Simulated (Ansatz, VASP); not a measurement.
# One calculation of GaP, two programs

The input INCAR:

```
SYSTEM = GaP
  ALGO = Normal
  EDIFF = 1E-6
  ENCUT = 500
  GGA = PE
  GGA_COMPAT = .False.
  ISIF = 2
  ISMEAR = 0
  LASPH = .True.
  LCHARG = .False.
  LREAL = .False.
  LWAVE = .False.
  NBANDS = 16
  NELM = 120
  PREC = Accurate
  SIGMA = 0.02
```

The input KPOINTS:

```
k-points
0
Gamma
  8 8 8
  0 0 0
```

POSCAR

```
GaP
1.0
    0.0000000000      2.7532933693      2.7532933693
    2.7532933693      0.0000000000      2.7532933693
    2.7532933693      2.7532933693      0.0000000000
Ga P
1 1
Direct
    0.0000000000      0.0000000000      0.0000000000
    0.2500000000      0.2500000000      0.2500000000
```

Input for Ansatz:

```yaml
crystal:
  lattice:
    - [0.0, 2.7532933689, 2.7532933689]
    - [2.7532933689, 0.0, 2.7532933689]
    - [2.7532933689, 2.7532933689, 0.0]
  atoms:
    - { symbol: Ga, position: [0.0, 0.0, 0.0] }
    - { symbol: P, position: [0.25, 0.25, 0.25] }
basis:
  ecutwfc: 600.0
kpoints:
  mp_grid: { grid: [8, 8, 8] }
  band_path:
    path:
      - [[0.0, 0.0, 0.0], [-0.5, -0.5, 0.0], [-0.375, -0.375, 0.25]]
      - [[-0.375, 0.0, 0.375], [0.0, 0.0, 0.0], [0.0, 0.0, 0.5], [-0.5, -0.25, 0.25], [-0.5, -0.5, 0.0]]
    npoints: 10
hamiltonian:
  xc: pbe
  pseudopotentials: { kind: paw, azcp: { folder: soft_1 } }
scf:
  occupations: { method: gaussian, width: 0.02 }
  n_extra_bands: 7
output:
  forces: true
  stress: true
  eigenvalues: true
```

Alike in both runs: task single point; functional PBE; k mesh 8 × 8 × 8; occupations gaussian, width 0.02 eV; no spin polarisation.

|  | VASP | Ansatz |
| --- | --- | --- |
| version | VASP 6.6.1 | Ansatz 0.2.0 |
| potentials or method | VASP PAW PBE potentials, release 64 (Ga_d, P), cutoff 500 eV | scalar-relativistic, plane waves, PAW |
| valence electrons in the cell | 18 | 18 |

```tsv
	VASP	Ansatz	Ansatz less VASP
gap on the k mesh at the Fermi level (eV)	1.57	1.58	+0.005
least direct gap on the mesh (eV)	1.57	1.58	+0.005
pressure (GPa)	-0.1	0.0	+0.10
```
